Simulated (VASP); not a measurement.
# HfB2 (P6/mmm) in VASP: further runs

HfB2 is run at these levels: PBE; tasks: single point, relaxation of the atoms.

Program: VASP 6.6.1. These are calculated values, not measurements. Logs are shortened: lines on timing, memory, paths and dates and some standing lists are left out, and cuts for length are marked.

## (1) The cell of the first run

It takes space group P6/mmm (No. 191, hexagonal). Conventional cell: a = 3.140 Å, b = 3.140 Å, c = 3.480 Å, α = 90.00°, β = 90.00°, γ = 120.00°. Within 3.3 Å of Hf (site symmetry 6/mmm) lie 12 B at 2.51 Å and 6 Hf at 3.14 Å. B (site symmetry -6m2) has 3 B at 1.81 Å within 2.4 Å.

## (2) Single point, PBE

INCAR reads:

```
SYSTEM = HfB2
PREC = Accurate ; ENCUT = 520
EDIFF = 1E-6 ; ISMEAR = -1
SIGMA = 0.05 ; LREAL = .FALSE.
LASPH = .TRUE. ; NELM = 60
ALGO = Normal ; ISIF = 2
LWAVE = .FALSE. ; LCHARG = .FALSE.
GGA = PE ; NBANDS = 15
```

KPOINTS reads:

```
Automatic mesh
0
G
  17 17 13
  0 0 0
```

POSCAR reads:

```
HfB2
1.0
    3.1400000000      0.0000000000      0.0000000000
   -1.5700000000      2.7193197679      0.0000000000
    0.0000000000      0.0000000000      3.4800000000
Hf B
1 2
Direct
    0.0000000000      0.0000000000      0.0000000000
    0.3333333333      0.6666666667      0.5000000000
    0.6666666667      0.3333333333      0.5000000000
```

Potentials or basis: VASP PAW PBE potentials, release 64 (Hf_pv, B).

Run with:

```console
$ cat potpaw_PBE.64/Hf_pv/POTCAR potpaw_PBE.64/B/POTCAR > POTCAR
$ mpirun -np 1 vasp_std > vasp.out
```

OUTCAR:

```text
SYSTEM = HfB2
   PREC = Accurate
   ENCUT = 520
   EDIFF = 1E-6
   ISMEAR = -1
   LREAL = .FALSE.
   LASPH = .TRUE.
   NELM = 60
   ISIF = 2
   GGA = PE

 ion  position               nearest neighbor table
   1  0.000  0.000  0.000-   2 2.51   3 2.51   2 2.51   3 2.51   3 2.51   3 2.51   2 2.51   2 2.51
                             3 2.51   3 2.51   2 2.51   2 2.51
   2  0.333  0.667  0.500-   3 1.81   3 1.81   3 1.81   1 2.51   1 2.51   1 2.51   1 2.51   1 2.51
                             1 2.51
   3  0.667  0.333  0.500-   2 1.81   2 1.81   2 1.81   1 2.51   1 2.51   1 2.51   1 2.51   1 2.51
                             1 2.51

  LATTYP: Found a hexagonal cell.
 ALAT       =     3.1400000000
 C/A-ratio  =     1.1082802548

  Lattice vectors:

 A1 = (   3.1400000000,   0.0000000000,   0.0000000000)
 A2 = (  -1.5700000000,   2.7193197679,   0.0000000000)
 A3 = (   0.0000000000,   0.0000000000,   3.4800000000)

Analysis of symmetry for initial positions (statically):
=====================================================================
 Subroutine PRICEL returns:
 Original cell was already a primitive cell.

 Routine SETGRP: Setting up the symmetry group for a
 hexagonal supercell.

 Subroutine GETGRP returns: Found 24 space group operations
 (whereof 24 operations were pure point group operations)
 out of a pool of 24 trial point group operations.

The static configuration has the point symmetry D_6h.

Analysis of symmetry for dynamics (positions and initial velocities):
=====================================================================
 Subroutine PRICEL returns:
 Original cell was already a primitive cell.

 Routine SETGRP: Setting up the symmetry group for a
 hexagonal supercell.

 Subroutine GETGRP returns: Found 24 space group operations
 (whereof 24 operations were pure point group operations)
 out of a pool of 24 trial point group operations.

The dynamic configuration has the point symmetry D_6h.

 Subroutine INISYM returns: Found 24 space group operations
 (whereof 24 operations are pure point group operations),
 and found     1 'primitive' translations

----------------------------------------------------------------------------------------

                                     Primitive cell

  volume of cell :      29.7146

  direct lattice vectors                    reciprocal lattice vectors
     3.140000000  0.000000000  0.000000000     0.318471338  0.183869512  0.000000000
    -1.570000000  2.719319768  0.000000000     0.000000000  0.367739025  0.000000000
     0.000000000  0.000000000  3.480000000     0.000000000  0.000000000  0.287356322

  length of vectors
     3.140000000  3.140000000  3.480000000     0.367739025  0.367739025  0.287356322

  position of ions in fractional coordinates (direct lattice)
     0.000000000  0.000000000  0.000000000
     0.333333333  0.666666667  0.500000000
     0.666666667  0.333333333  0.500000000

  ion indices of the primitive-cell ions
   primitive index   ion index
                 1           1
                 2           2
                 3           3

----------------------------------------------------------------------------------------

 KPOINTS: Automatic mesh

Automatic generation of k-mesh.
 Grid dimensions read from file:
 generate k-points for:   17   17   13

 Generating k-lattice:

  Cartesian coordinates                     Fractional coordinates (reciprocal lattice)
     0.018733608  0.010815854  0.000000000     0.058823529  0.000000000  0.000000000
     0.000000000  0.021631707  0.000000000     0.000000000  0.058823529  0.000000000
     0.000000000  0.000000000  0.022104332     0.000000000  0.000000000  0.076923077

  Length of vectors
     0.021631707  0.021631707  0.022104332

  Shift w.r.t. Gamma in fractional coordinates (k-lattice)
     0.000000000  0.000000000  0.000000000

 Subroutine IBZKPT returns following result:
 ===========================================

 Found    231 irreducible k-points:

 Following reciprocal coordinates:
            Coordinates               Weight
  0.000000  0.000000  0.000000      1.000000
  0.058824 -0.000000  0.000000      6.000000
  0.117647  0.000000  0.000000      6.000000
  0.176471 -0.000000  0.000000      6.000000
  0.235294  0.000000  0.000000      6.000000
  0.294118  0.000000  0.000000      6.000000
[... 16 lines left out ...]
  0.411765  0.117647  0.000000     12.000000
  0.176471  0.176471  0.000000      6.000000
 [... further k-points ...]
   k-points           NKPTS =    231   k-points in BZ     NKDIM =    231   number of bands    NBANDS=     15
   number of dos      NEDOS =    301   number of ions     NIONS =      3
   total plane-waves  NPLWV =  16128
   dimension x,y,z NGX =    24 NGY =   24 NGZ =   28
   dimension x,y,z NGXF=    48 NGYF=   48 NGZF=   56
   ions per type =               1   2
   NGX,Y,Z   is equivalent  to a cutoff of  12.71, 12.71, 13.38 a.u.
   NGXF,Y,Z  is equivalent  to a cutoff of  25.41, 25.41, 26.75 a.u.
 SYSTEM =  HfB2
   PREC   = accura    normal or accurate (medium, high low for compatibility)
   ISTART =      0    job   : 0-new  1-cont  2-samecut
   ICHARG =      2    charge: 1-file 2-atom 10-const
   ISPIN  =      1    spin polarized calculation?
   LNONCOLLINEAR =      F non collinear calculations
   LSORBIT =      F    spin-orbit coupling
   LASPH  =      T    aspherical Exc in radial PAW
   ENCUT  =  520.0 eV  38.22 Ry    6.18 a.u.   5.84  5.84  6.47*2*pi/ulx,y,z
   NELM   =     60;   NELMIN=  2; NELMDL= -5     # of ELM steps
   EDIFF  = 0.1E-05   stopping-criterion for ELM
   LREAL  =      F    real-space projection
   EDIFFG = 0.1E-04   stopping-criterion for IOM
   NSW    =      0    number of steps for IOM
   IBRION =     -1    ionic relax: 0-MD 1-quasi-New 2-CG
   NFREE  =      0    steps in history (QN), initial steepest desc. (CG)
   ISIF   =      2    stress and relaxation
   ISYM   =      2    0-nonsym 1-usesym 2-fastsym
   POTIM  = 0.5000    time-step for ionic-motion
   TEBEG  =    0.0;   TEEND  =   0.0 temperature during run
   PSTRESS=    0.0 pullay stress
   NELECT =      16.0000    total number of electrons
   NUPDOWN=      -1.0000    fix difference up-down
   EMIN   =  10.00;   EMAX   =-10.00  energy-range for DOS
   EFERMI =   0.00;   METHOD = LEGACY
   ISMEAR =    -1;   SIGMA  =   0.05  broadening in eV -4-tet -1-fermi 0-gaus
   EFERMI_NEDOS =   21; number of points for ismear=-14 and -15
   IALGO  =     38    algorithm
   IMIX   =      4    mixing-type and parameters
     AMIX     =   0.40;   BMIX     =  1.00
     AMIX_MAG =   1.60;   BMIX_MAG =  1.00
  volume/ion in A,a.u.               =       9.90        66.84
  Fermi-wavevector in a.u.,A,eV,Ry     =   1.331860  2.516850 24.134693  1.773850
  Thomas-Fermi vector in A             =   2.460838
   LORBIT       =      0    0 simple, 1 ext, 2 COOP (PROOUT), +10 PAW based schemes
   GGA     = PE    functional components
   LHFCALC =     F    Hartree Fock is set to
   AEXX    =    0.0000 exact exchange contribution
   IVDW    =     0    specifies the selected vdW correction
   LEPSILON=     F    determine dielectric tensor
   LRPA    =     F    only Hartree local field effects (RPA)
 non-spin polarized calculation
  energy-cutoff  :      520.00
  volume of cell :       29.71
 maximum number of plane-waves:       820
 NGX is ok and might be reduce to    24
   NGX = 11   NGY = 11   NGZ = 13

 number of electron      15.9999998 magnetization

 Free energy of the ion-electron system (eV)
  ---------------------------------------------------
  ext. energy  EPLUGINS =         0.00000000
  ---------------------------------------------------
  free energy    TOTEN  =       -26.40234971 eV

  energy without entropy =      -26.40076466  energy(sigma->0) =      -26.40155719

 E-fermi :   7.7711     XC(G=0): -12.5967

 val. band max:        7.7532758213   @ k =   0.2353   0.1765   0.0769
 cond. band min:       7.8297816449   @ k =   0.0588   0.0588   0.4615
 fundamental gap:      0.0765058237
 Fermi energy:         7.7710959926

 k-point     1 :       0.0000    0.0000    0.0000
  band No.  band energies     occupation
      1     -22.9637      2.00000
      2     -22.4645      2.00000
      3     -22.4645      2.00000
      4      -6.0844      2.00000
      5       4.6679      2.00000
      6       4.7725      2.00000
      7       4.7725      2.00000
      8       4.8885      2.00000
      9      11.6972      0.00000
     10      11.6972      0.00000
     11      12.3322      0.00000
     12      12.3322      0.00000
     13      12.6603      0.00000
     14      12.6603      0.00000
     15      12.6637      0.00000

 k-point     2 :       0.0588   -0.0000    0.0000
  band No.  band energies     occupation
      1     -22.9593      2.00000
      2     -22.4920      2.00000
      3     -22.4706      2.00000
      4      -6.0092      2.00000
      5       4.5518      2.00000
      6       4.7454      2.00000
      7       4.7685      2.00000
      8       4.8221      2.00000
      9      11.5923      0.00000
     10      11.6437      0.00000
     11      11.7983      0.00000
     12      11.8393      0.00000
     13      12.9274      0.00000
     14      13.2374      0.00000
     15      13.3713      0.00000

 k-point     3 :       0.1176    0.0000    0.0000
  band No.  band energies     occupation
      1     -22.9466      2.00000
      2     -22.5700      2.00000
      3     -22.4879      2.00000
      4      -5.7879      2.00000
      5       3.9738      2.00000
      6       4.6443      2.00000
      7       4.7491      2.00000
      8       4.9546      2.00000
      9      10.7150      0.00000
     10      11.4621      0.00000
     11      11.4953      0.00000
     12      12.0025      0.00000
     13      13.4239      0.00000
     14      13.9273      0.00000
     15      14.4040      0.00000
[... 343 lines left out ...]
 k-point    23 :       0.4118    0.1176    0.0000
  band No.  band energies     occupation
      1     -23.1871      2.00000
      2     -22.8276      2.00000
      3     -22.7042      2.00000
      4      -2.0780      2.00000
      5      -1.0679      2.00000
      6       2.8188      2.00000
      7       3.7384      2.00000
      8       6.2027      2.00000
      9       7.9019      0.13625
     10      11.5459      0.00000
     11      12.6697      0.00000
     12      13.1375      0.00000
     13      15.2382      0.00000
     14      16.1971      0.00000
     15      18.4202      0.00000

 k-point    24 :       0.1765    0.1765    0.0000
  band No.  band energies     occupation
      1     -22.9461      2.00000
      2     -22.8740      2.00000
      3     -22.6324      2.00000
      4      -4.2463      2.00000
      5       1.6702      2.00000
      6       3.2247      2.00000
      7       3.9959      2.00000
      8       6.5285      2.00000
      9       8.9590      0.00000
     10       9.1512      0.00000
     11      12.3652      0.00000
     12      14.0455      0.00000
     13      14.6379      0.00000
     14      14.6589      0.00000
     15      16.6794      0.00000

 [... further k-points ...]
[... 5 lines left out ...]
  --------------------------------------------------------------------------------------
  -------------------------------------------------------------------------------------
  Total        0.1745044      0.1745044      0.1916932      0.0000000      0.0000000     -0.0000000
  in kB        9.4090923      9.4090923     10.3358939      0.0000000      0.0000000     -0.0000000
  external PRESSURE =       9.7180262 kB  Pullay stress =       0.0000000 kB

 VOLUME and BASIS-vectors are now :
 -----------------------------------------------------------------------------
  energy-cutoff  :      520.00
  volume of cell :       29.71
      direct lattice vectors                 reciprocal lattice vectors
     3.140000000  0.000000000  0.000000000     0.318471338  0.183869512  0.000000000
    -1.570000000  2.719319768  0.000000000     0.000000000  0.367739025  0.000000000
     0.000000000  0.000000000  3.480000000     0.000000000  0.000000000  0.287356322

 POSITION                                       TOTAL-FORCE (eV/Angst)
 -----------------------------------------------------------------------------------
      0.00000      0.00000      0.00000        -0.000000      0.000000      0.000000
     -0.00000      1.81288      1.74000         0.000000      0.000000      0.000000
      1.57000      0.90644      1.74000        -0.000000     -0.000000      0.000000
 -----------------------------------------------------------------------------------
    total drift:                               -0.000000      0.000000      0.000000

  FREE ENERGIE OF THE ION-ELECTRON SYSTEM (eV)
  ---------------------------------------------------
  free  energy   TOTEN  =       -26.4023497079 eV

  energy  without entropy=      -26.4007646636  energy(sigma->0) =      -26.40155719
```

Wall time 37 s (1 thread of Intel Xeon Platinum 8488C (Sapphire Rapids), shared host); peak memory 0.22 GiB.

Results:

```yaml
Free_energy: -26.4023 eV
Pressure: 1.0 GPa
Band_gap_on_the_k_mesh: zero (band 8 reaches 8.49 eV, above the bottom of band 9 at 7.06 eV)
```

Caveat: spin-orbit coupling is left out, which moves the levels of the heavy elements.

## (3) Relaxation of the atoms, PBE

INCAR reads:

```
SYSTEM = HfB2
ALGO = Normal ; EDIFF = 1E-6
EDIFFG = -0.02 ; ENCUT = 520
GGA = PE ; IBRION = 2
ISIF = 2 ; ISMEAR = -1
LASPH = .True. ; LCHARG = .False.
LREAL = .False. ; LUSENCCL = .False.
LWAVE = .False. ; NELM = 60
NSW = 80 ; PREC = Accurate
SIGMA = 0.05
```

KPOINTS reads:

```
k-points
0
Gamma
  17 17 13
  0 0 0
```

POSCAR is that of step 2.

Potentials or basis: VASP PAW PBE potentials, release 64 (Hf_pv, B).

Run with:

```console
$ cat potpaw_PBE.64/Hf_pv/POTCAR potpaw_PBE.64/B/POTCAR > POTCAR
$ mpirun -np 1 vasp_std > vasp.out
```

Wall time 1.8 min (1 × NVIDIA H100 80GB with 1 thread of Intel Xeon Platinum 8481C at 2.70GHz (Sapphire Rapids), shared host); peak memory 1.2 GiB.

It converged, with:

```yaml
Free_energy: -26.4023 eV
Pressure_after_relaxing: 1.0 GPa
Band_gap_on_the_k_mesh: zero (band 8 reaches 8.49 eV, above the bottom of band 9 at 7.06 eV)
```

Stress tensor (GPa, compression positive):
```
0.94 0.00 0.00
0.00 0.94 0.00
0.00 0.00 1.03
```

Final structure:
```
Hf B
1.0
     3.14000    0.00000    0.00000
    -1.57000    2.71932    0.00000
     0.00000    0.00000    3.48000
Hf B
1 2
Direct
  0.00000 0.00000 0.00000
  0.33333 0.66667 0.50000
  0.66667 0.33333 0.50000
```

Levels at points of the mesh, in eV from the Fermi level:
```tsv
k point	band 5	band 6	band 7	band 8	band 9	band 10	band 11	band 12
(0.00, 0.00, 0.00)	-3.10	-3.00	-3.00	-2.88	3.93	3.93	4.56	4.56
```

Caveat: the relaxation stopped at its first step, so nothing moved; spin-orbit coupling is left out, which moves the levels of the heavy elements.
